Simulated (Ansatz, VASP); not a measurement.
# AgCl in VASP and in Ansatz

Contents of INCAR:

```
SYSTEM = AgCl
  ALGO = Normal
  EDIFF = 1E-6
  ENCUT = 630
  GGA = PS
  GGA_COMPAT = .False.
  ISIF = 2
  ISMEAR = -1
  LASPH = .True.
  LCHARG = .True.
  LDAU = .True.
  LDAUJ = 0 0
  LDAUL = 2 -1
  LDAUPRINT = 1
  LDAUTYPE = 2
  LDAUU = 2 0
  LELF = .True.
  LMAXMIX = 4
  LREAL = .False.
  LVHAR = .True.
  LWAVE = .False.
  NBANDS = 20
  NELM = 200
  PREC = Accurate
  SIGMA = 0.05
```

KPOINTS

```
k-points
0
Gamma
  8 8 8
  0 0 0
```

File POSCAR:

```
AgCl
1.0
    0.0000000000      2.7350000000      2.7350000000
    2.7350000000      0.0000000000      2.7350000000
    2.7350000000      2.7350000000      0.0000000000
Ag Cl
1 1
Direct
    0.0000000000      0.0000000000      0.0000000000
    0.5000000000      0.5000000000      0.5000000000
```

The input input.yaml:

```yaml
crystal:
  lattice:
    - [0.0, 2.735, 2.735]
    - [2.735, 0.0, 2.735]
    - [2.735, 2.735, 0.0]
  atoms:
    - { symbol: Ag, position: [0.0, 0.0, 0.0] }
    - { symbol: Cl, position: [0.5, 0.5, 0.5] }
hamiltonian:
  xc: pbesol
  pseudopotentials: { kind: paw }
  hubbard: { sites: [{ species: Ag, l: d, u_eff: 2.0 }] }
kpoints:
  mp_grid: { grid: [8, 8, 8] }
scf:
  occupations: { method: fermi_dirac, width: 0.05 }
  n_extra_bands: 6
output:
  forces: true
  stress: true
  eigenvalues: true
  dos: { projected: true, de: 0.05, nscf_kmesh: { grid: [12, 12, 12] } }
```

Alike in both runs: functional PBEsol; k mesh 8 × 8 × 8; occupations fermi-dirac, width 0.05 eV; no spin polarisation; Hubbard terms Ag d U = 2.0 eV.

|  | VASP | Ansatz |
| --- | --- | --- |
| version | VASP 6.6.1 | Ansatz 0.2.0 |
| potentials or method | VASP PAW PBE potentials, release 64 (Ag_sv_GW, Cl) | Ansatz PAW |
| plane-wave cutoff (eV) | 630 | 420 |
| valence electrons in the cell | 26 | 26 |
| task | single point | projected density of states |

Ansatz gave:

- gap on the k mesh at the Fermi level (eV): 1.15
- least direct gap on the mesh (eV): 3.24
- pressure (GPa): -0.2

Problem. Which values does VASP return?

Solution. gap on the k mesh at the Fermi level (eV): 1.01; least direct gap on the mesh (eV): 3.29; pressure (GPa): -0.5.

VASP's potentials were made for PBE, not for PBEsol. The programs project onto different local orbitals, so the same U acts differently, and such runs can settle in different states.
